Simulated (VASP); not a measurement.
SiF:

```xyz
2
Lattice="3.0286 0.0000 0.0000 0.0000 3.0286 0.0000 0.0000 0.0000 3.0286" Properties=species:S:1:pos:R:3 pbc="T T T"
Si    1.5143    1.5143    1.5143
F     0.0000    0.0000    0.0000
```

Base run:

| Item | Value |
| --- | --- |
| Program | VASP 6.6.1 |
| Functional | PBE |
| Potentials or basis | VASP PAW PBE potentials, release 64 (Si, F) |
| Cutoff | 520 eV |
| k mesh | 9 × 9 × 9 |
| Occupations | fermi-dirac, width 0.05 eV |
| Spin | no spin polarisation |

Its results: pressure 0.0 GPa.

**Question.** The run is repeated on the same cell with these changes: cutoff from 520 eV to 600 eV; k mesh from 9 × 9 × 9 to 7 × 7 × 7. What comes out?

**Answer.** Pressure -0.4 GPa.

Caveats: an odd number of electrons without spin polarisation forces a metal; a magnetic or distorted state may lie lower.
